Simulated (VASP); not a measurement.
Set up this calculation in VASP 6.6.1, as the native input.

```yaml
Task: relaxation of cell and atoms
Functional: PBE
Potentials_or_basis: VASP PAW PBE potentials, release 64 (W_sv, C)
Cutoff: 600 eV
k_mesh: 18 × 18 × 14
Occupations: gaussian, width 0.1 eV
Spin: no spin polarisation
Dipole_correction: no
Further_INCAR_settings: ALGO = Normal; EDIFF = 1e-06; IBRION = 2; EDIFFG = -0.005; NSW = 100; ISIF = 3
```

The structure of WC lies in POSCAR:

```
WC
1.0
    2.9225169294      0.0000000000      0.0000000000
   -1.4612584647      2.5309739039      0.0000000000
    0.0000000000      0.0000000000      2.8461543306
W C
1 1
Direct
    0.0000000000      0.0000000000      0.0000000000
    0.6666666667      0.3333333333      0.5000000000
```

One way to write it, as run:

INCAR

```
SYSTEM = WC
PREC = Accurate
ENCUT = 600
EDIFF = 1E-6
ISMEAR = 0
SIGMA = 0.1
LREAL = .False.
LASPH = .True.
NELM = 60
ALGO = Normal
ISIF = 3
LWAVE = .False.
LCHARG = .False.
GGA = PE
IBRION = 2
NSW = 100
EDIFFG = -0.005
```

KPOINTS

```
regular mesh
0
Gamma
  18 18 14
  0 0 0
```

Potentials or basis: VASP PAW PBE potentials, release 64 (W_sv, C).

Launch:

```console
$ cat potpaw_PBE.64/W_sv/POTCAR potpaw_PBE.64/C/POTCAR > POTCAR
$ mpirun -np 1 vasp_std > vasp.out
```

It gave:

| Item | Value |
| --- | --- |
| Relaxed volume | 10.55 Å³/atom |
| Relaxed cell | a = 2.924 Å, b = 2.924 Å, c = 2.849 Å, α = 90.00°, β = 90.00°, γ = 120.00° |
| Space group after relaxing (to 0.1 Å) | P-6m2 (No. 187) |
| Energy gained by relaxing | 0.1 meV/atom |
| Ionic steps | 4 |
| Pressure after relaxing | 0.0 GPa |
| Band gap on the k mesh | zero (bands 9 and 10 overlap by 1.19 eV) |

Caveat: spin-orbit coupling is left out, which moves the levels of the heavy elements.

It took 51 s on 1 thread of Intel(R) Xeon(R) 6975P-C (Granite Rapids), on a shared host, peak memory 0.23 GiB.
